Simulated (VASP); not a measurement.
**InP: single point with r2SCAN**

Crystal: InP.

```xyz
2
Lattice="0.0000 2.8356 3.0770 2.8356 0.0000 3.0770 2.8356 2.8356 0.0000" Properties=species:S:1:pos:R:3 pbc="T T T"
In    0.0000    0.0000    0.0000
P     1.4178    1.4178    1.5385
```

This cell differs from its parent crystal: epitaxial xy strain -4.0%.

```json
{
 "Program": "VASP 6.6.1",
 "Task": "single point",
 "Functional": "r2SCAN",
 "Potentials or basis": "VASP PAW PBE potentials, release 64 (In_d, P)",
 "Cutoff": "520 eV",
 "k mesh": "8 × 8 × 8",
 "Occupations": "gaussian, width 0.01 eV",
 "Spin": "no spin polarisation"
}
```

```json
{
  "Pressure": "2.7 GPa",
  "Band gap on the k mesh": "1.08 eV, direct"
}
```

Stress tensor (GPa, compression positive):
```
 4.13  0.00  0.00
 0.00  4.13  0.00
 0.00  0.00 -0.11
```

Levels at points of the mesh, in eV from the valence-band top:
| k point | band 5 | band 6 | band 7 | band 8 | band 9 | band 10 | band 11 | band 12 | band 13 | band 14 |
| --- | --- | --- | --- | --- | --- | --- | --- | --- | --- | --- |
| (0.00, 0.00, 0.00) | -14.66 | -12.26 | -0.47 | 0.00 | 0.00 | 1.08 | 4.28 | 4.28 | 4.42 | 8.73 |
| (0.50, 0.00, 0.00) | -14.63 | -10.39 | -6.11 | -1.48 | -0.88 | 1.64 | 4.87 | 5.33 | 7.49 | 9.92 |
| (0.50, 0.50, 0.00) | -14.64 | -9.91 | -6.45 | -2.27 | -2.27 | 2.19 | 2.93 | 9.25 | 10.33 | 10.33 |
| (0.50, 0.00, 0.50) | -14.61 | -9.59 | -5.91 | -2.78 | -2.74 | 1.68 | 2.15 | 9.73 | 10.02 | 10.03 |

Run time: 68 s on 1 thread of Intel(R) Xeon(R) 6975P-C (Granite Rapids), on a shared host, peak memory 0.2 GiB.

Caveat: the cell differs from its parent crystal (epitaxial xy strain -4.0%); the PAW data sets were made with another functional, which shifts forces and pressure a little; spin-orbit coupling is left out, which moves the levels of the heavy elements.
